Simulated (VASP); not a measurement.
# HfSiO4 (I4_1/amd) in VASP: a series of runs, part 2 of 2

VASP 6.6.1. Earlier steps stand in the parts before.

### Step 3. Single point, r2SCAN

This run uses another cell than the first one, of 10.78 Å³/atom, 1.031 times its volume.

File POSCAR:

```
HfSiO4
1.0
   -3.2908231527      3.2908231527      2.9857689456
    3.2908231527     -3.2908231527      2.9857689456
    3.2908231527      3.2908231527     -2.9857689456
Hf Si O
2 2 8
Direct
    0.0000000000      0.0000000000      0.0000000000
    0.7500000000      0.2500000000      0.5000000000
    0.2500000000      0.7500000000      0.5000000000
    0.5000000000      0.5000000000      0.0000000000
    0.1352530325      0.3198800075      0.8153730251
    0.0698800075      0.7545069824      0.6846269749
    0.0698800075      0.3852530325      0.3153730251
    0.5045069824      0.3198800075      0.1846269749
    0.6801199925      0.4954930176      0.8153730251
    0.6147469675      0.9301199925      0.6846269749
    0.2454930176      0.9301199925      0.3153730251
    0.6801199925      0.8647469675      0.1846269749
```

File INCAR.step1:

```
SYSTEM = HfSiO4
  ALGO = Normal
  EDIFF = 1E-4
  ENCUT = 520
  GGA = PE
  ISMEAR = 0
  LASPH = .True.
  LCHARG = .False.
  LREAL = .False.
  LWAVE = .True.
  NBANDS = 50
  NELM = 100
  PREC = Accurate
  SIGMA = 0.01
```

File INCAR.step2:

```
SYSTEM = HfSiO4
  ALGO = Normal
  EDIFF = 1E-7
  ENCUT = 520
  ISIF = 2
  ISMEAR = 0
  ISTART = 1
  LASPH = .True.
  LCHARG = .False.
  LMIXTAU = .True.
  LREAL = .False.
  LWAVE = .False.
  METAGGA = R2SCAN
  NBANDS = 50
  NELM = 100
  PREC = Accurate
  SIGMA = 0.01
```

File KPOINTS:

```
k-points
0
Gamma
  6 6 6
  0 0 0
```

Potentials or basis: VASP PAW PBE potentials, release 64 (Hf_pv, Si, O).

The run is started by

```bash
> cat potpaw_PBE.64/Hf_pv/POTCAR potpaw_PBE.64/Si/POTCAR potpaw_PBE.64/O/POTCAR > POTCAR
> cp INCAR.step1 INCAR
> mpirun -np 1 vasp_std > vasp.out
> cp INCAR.step2 INCAR
> mpirun -np 1 vasp_std > vasp.out
```

OUTCAR:

```text
SYSTEM = HfSiO4
   EDIFF = 1E-7
   ENCUT = 520
   ISIF = 2
   ISMEAR = 0
   ISTART = 1
   LASPH = .True.
   LREAL = .False.
   METAGGA = R2SCAN
   NELM = 100
   PREC = Accurate

 ion  position               nearest neighbor table
   1  0.000  0.000  0.000-   7 2.12  10 2.12   6 2.12  11 2.12   5 2.26  12 2.26   8 2.26   9 2.26
                             4 2.99   4 2.99   2 3.61   2 3.61   2 3.61   2 3.61
   2  0.750  0.250  0.500-   5 2.12  12 2.12   9 2.12   8 2.12  10 2.26   7 2.26   6 2.26  11 2.26
                             3 2.99   3 2.99   1 3.61   1 3.61   1 3.61   1 3.61
   3  0.250  0.750  0.500-   6 1.62  11 1.62  10 1.62   7 1.62   2 2.99   2 2.99
[... 1510 lines left out ...]
  energy-cutoff  :      520.00
  volume of cell :      129.34
      direct lattice vectors                 reciprocal lattice vectors
    -3.290823153  3.290823153  2.985768946     0.000000000  0.151937669  0.167461049
     3.290823153 -3.290823153  2.985768946     0.151937669  0.000000000  0.167461049
     3.290823153  3.290823153 -2.985768946     0.151937669  0.151937669  0.000000000

 POSITION                                       TOTAL-FORCE (eV/Angst)
 -----------------------------------------------------------------------------------
      0.00000      0.00000      0.00000         0.000000      0.000000     -0.000000
      0.00000      3.29082      1.49288         0.000000      0.000000     -0.000000
      3.29082      0.00000      1.49288         0.000000      0.000000     -0.000000
      0.00000      0.00000      2.98577         0.000000      0.000000     -0.000000
      3.29082      2.07567     -1.07559         0.000000     -0.153416     -0.154178
      4.50597     -0.00000      0.41729         0.153416      0.000000     -0.154178
      2.07567      0.00000      0.41729        -0.153416      0.000000     -0.154178
     -0.00000      1.21515      1.91018         0.000000      0.153416     -0.154178
      2.07567      3.29082      1.07559        -0.153416      0.000000      0.154178
      3.29082      1.21515      2.56848        -0.000000      0.153416      0.154178
      3.29082     -1.21515      2.56848         0.000000     -0.153416      0.154178
      1.21515     -0.00000      4.06136         0.153416      0.000000      0.154178
 -----------------------------------------------------------------------------------
    total drift:                               -0.000000     -0.000000      0.000000

  FREE ENERGIE OF THE ION-ELECTRON SYSTEM (eV)
  ---------------------------------------------------
  free  energy   TOTEN  =      -197.6422907929 eV

  energy  without entropy=     -197.6422907929  energy(sigma->0) =     -197.64229079
```

OUTCAR.step1:

```text
SYSTEM = HfSiO4
   EDIFF = 1E-4
   ENCUT = 520
   GGA = PE
   ISMEAR = 0
[... 1538 lines left out ...]
      2.07567      3.29082      1.07559        -0.348608     -0.000000      0.311247
      3.29082      1.21515      2.56848         0.000000      0.348608      0.311247
      3.29082     -1.21515      2.56848         0.000000     -0.348608      0.311247
      1.21515     -0.00000      4.06136         0.348608     -0.000000      0.311247
 -----------------------------------------------------------------------------------
    total drift:                               -0.000000     -0.000000      0.000000

  FREE ENERGIE OF THE ION-ELECTRON SYSTEM (eV)
  ---------------------------------------------------
  free  energy   TOTEN  =      -108.6172843403 eV

  energy  without entropy=     -108.6172843403  energy(sigma->0) =     -108.61728434
```

Wall time 7.9 min (1 thread of AMD EPYC 9R45 (Zen 5), shared host); peak memory 0.35 GiB.

Results:

| Property | Result |
| --- | --- |
| Free energy | -197.6423 eV |
| Pressure | -1.8 GPa |
| Largest force | 0.218 eV/Å |
| Band gap on the k mesh | 5.96 eV, indirect (least direct gap 6.31 eV) |

Forces on the atoms (eV/Å):
```
Hf   0.000  0.000  0.000
Hf   0.000  0.000  0.000
Si   0.000  0.000  0.000
Si   0.000  0.000  0.000
O    0.000 -0.153 -0.154
O    0.153  0.000 -0.154
O   -0.153  0.000 -0.154
O    0.000  0.153 -0.154
O   -0.153  0.000  0.154
O    0.000  0.153  0.154
O    0.000 -0.153  0.154
O    0.153  0.000  0.154
```

Levels at points of the mesh, in eV from the valence-band top:
```tsv
k point	band 36	band 37	band 38	band 39	band 40	band 41
(0.00, 0.00, 0.00)	-0.60	-0.58	0.00	6.31	6.59	6.77
(0.50, 0.00, 0.00)	-0.85	-0.27	-0.20	6.21	6.36	7.12
(0.50, 0.50, 0.00)	-0.94	-0.62	-0.62	5.97	5.97	7.08
(0.50, 0.50, 0.50)	-1.13	-0.91	-0.91	6.78	6.78	7.21
```

Caveat: the PAW data sets were made with another functional, which shifts forces and pressure a little; spin-orbit coupling is left out, which moves the levels of the heavy elements. A k mesh can miss the band edges.

### Step 4. Single point, r2SCAN (strain +3.0%)

File POSCAR:

```
HfSiO4
1.0
   -3.3895478473      3.3895478473      3.0753420139
    3.3895478473     -3.3895478473      3.0753420139
    3.3895478473      3.3895478473     -3.0753420139
Hf Si O
2 2 8
Direct
    0.0000000000      0.0000000000      0.0000000000
    0.7500000000      0.2500000000      0.5000000000
    0.2500000000      0.7500000000      0.5000000000
    0.5000000000      0.5000000000      0.0000000000
    0.1378694418      0.3191750468      0.8186943949
    0.0691750468      0.7504806519      0.6813056051
    0.0691750468      0.3878694418      0.3186943949
    0.5004806519      0.3191750468      0.1813056051
    0.6808249532      0.4995193481      0.8186943949
    0.6121305582      0.9308249532      0.6813056051
    0.2495193481      0.9308249532      0.3186943949
    0.6808249532      0.8621305582      0.1813056051
```

File INCAR.step1:

```
SYSTEM = HfSiO4
PREC     = Accurate       ! precision mode
ENCUT    = 520            ! plane-wave cutoff, eV
ISMEAR   = 0              ! smearing method
SIGMA    = 0.01           ! smearing width, eV
LREAL    = .FALSE.        ! projectors in reciprocal space
LASPH    = .TRUE.         ! aspherical terms in the spheres
NELM     = 60             ! most SCF steps
NBANDS   = 50             ! bands
GGA      = PE             ! functional
ALGO     = Normal         ! electronic algorithm
EDIFF    = 1E-4           ! SCF threshold, eV
LWAVE    = .TRUE.         ! write WAVECAR
LCHARG   = .FALSE.        ! write CHGCAR
```

File INCAR.step2:

```
SYSTEM = HfSiO4
PREC     = Accurate       ! precision mode
ENCUT    = 520            ! plane-wave cutoff, eV
EDIFF    = 1E-7           ! SCF threshold, eV
ISMEAR   = 0              ! smearing method
SIGMA    = 0.01           ! smearing width, eV
LREAL    = .FALSE.        ! projectors in reciprocal space
LASPH    = .TRUE.         ! aspherical terms in the spheres
NELM     = 60             ! most SCF steps
ALGO     = Normal         ! electronic algorithm
ISIF     = 2              ! what is computed and relaxed
LWAVE    = .FALSE.        ! write WAVECAR
LCHARG   = .FALSE.        ! write CHGCAR
METAGGA  = R2SCAN         ! meta-GGA
LMIXTAU  = .TRUE.       
NBANDS   = 50             ! bands
ISTART   = 1
```

File KPOINTS:

```
regular mesh
0
G
  6 6 6
  0 0 0
```

The run is started by

```bash
> cat potpaw_PBE.64/Hf_pv/POTCAR potpaw_PBE.64/Si/POTCAR potpaw_PBE.64/O/POTCAR > POTCAR
> cp INCAR.step1 INCAR
> mpirun -np 1 vasp_std > vasp.out
> cp INCAR.step2 INCAR
> mpirun -np 1 vasp_std > vasp.out
```

Wall time 22 min (1 thread of Oxide Virtual Turin-like, shared host); peak memory 0.36 GiB.

It converged, with:

```yaml
Free_energy: -196.8177 eV
Pressure: -18.9 GPa
Largest_force: 0.182 eV/Å
Band_gap_on_the_k_mesh: 5.43 eV, indirect (least direct gap 5.68 eV)
```

Forces on the atoms (eV/Å):
```
Hf   0.000  0.000  0.000
Hf   0.000  0.000  0.000
Si   0.000  0.000  0.000
Si   0.000  0.000  0.000
O    0.000 -0.123 -0.134
O    0.123  0.000 -0.134
O   -0.123  0.000 -0.134
O    0.000  0.123 -0.134
O   -0.123  0.000  0.134
O    0.000  0.123  0.134
O    0.000 -0.123  0.134
O    0.123  0.000  0.134
```

Stress tensor (GPa, compression positive):
```
-17.44   0.00   0.00
  0.00 -17.44   0.00
  0.00   0.00 -21.71
```

Levels at points of the mesh, in eV from the valence-band top:
| k point | band 34 | band 35 | band 36 | band 37 | band 38 | band 39 | band 40 | band 41 | band 42 | band 43 |
| --- | --- | --- | --- | --- | --- | --- | --- | --- | --- | --- |
| (0.00, 0.00, 0.00) | -0.68 | -0.60 | -0.60 | -0.48 | 0.00 | 5.68 | 5.96 | 6.12 | 6.12 | 6.19 |
| (0.50, 0.00, 0.00) | -1.06 | -0.95 | -0.74 | -0.24 | -0.21 | 5.61 | 5.77 | 6.48 | 6.57 | 6.72 |
| (0.50, 0.50, 0.00) | -0.96 | -0.84 | -0.84 | -0.53 | -0.53 | 5.45 | 5.45 | 6.41 | 6.41 | 6.45 |
| (0.50, 0.50, 0.50) | -1.21 | -1.05 | -1.05 | -0.89 | -0.89 | 6.06 | 6.06 | 6.49 | 6.49 | 6.54 |

Caveat: the cell differs from its parent crystal (strain +3.0%); the PAW data sets were made with another functional, which shifts forces and pressure a little; spin-orbit coupling is left out, which moves the levels of the heavy elements.

### Step 5. The runs side by side

```tsv
cell	gap on the mesh (eV)	pressure (GPa)	largest force (eV/Å)
a = 5.474 Å, angles 107.0, 107.0, 114.6°, 12 atoms	6.13	5.8	0.23
a = 5.529 Å, angles 107.0, 107.0, 114.6°, 12 atoms	5.96	-1.8	0.22
a = 5.695 Å, angles 107.0, 107.0, 114.6°, 12 atoms	5.43	-18.9	0.18
```

Alike in all rows: task single point; level r2SCAN; potentials or basis VASP PAW PBE potentials, release 64 (Hf_pv, Si, O); no spin polarisation; k mesh 6 × 6 × 6; cutoff (eV) 520; smearing gaussian 0.01 eV.

Caveats: the PAW data sets were made with another functional, which shifts forces and pressure a little; spin-orbit coupling is left out, which moves the levels of the heavy elements.

Total energies depend on the potentials used, so only differences within one code and one set of settings carry meaning.
